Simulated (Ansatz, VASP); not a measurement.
## HfO2 in VASP and in Ansatz

```
CELL_PARAMETERS angstrom
0.00000 2.53621 2.53621
2.53621 0.00000 2.53621
2.53621 2.53621 0.00000
ATOMIC_POSITIONS crystal
Hf 0.00000 0.00000 0.00000
O 0.25000 0.25000 0.25000
O 0.75000 0.75000 0.75000
```

Alike in both runs: functional PBE; dispersion D3(BJ); k mesh 8 × 8 × 8; no spin polarisation.

Ansatz relaxed the structure, and its values are those at the end. VASP's run is a single point on that final structure, the one shown.

```csv
,VASP,Ansatz
version,VASP 6.6.1,Ansatz 0.2.0
potentials or method,"VASP PAW PBE potentials, release 64 (Hf_pv, O), cutoff 520 eV","plane waves, PAW"
occupations,"gaussian, width 0.01 eV",fixed
valence electrons in the cell,22,38
```

```tsv
	VASP	Ansatz	Ansatz less VASP
pressure (GPa)	-3.7	0.0	+3.71
```

VASP's potentials hold 22 valence electrons a cell and Ansatz's 38, so a difference there can come from the potentials and not from the codes.

Spin-orbit coupling is off throughout.
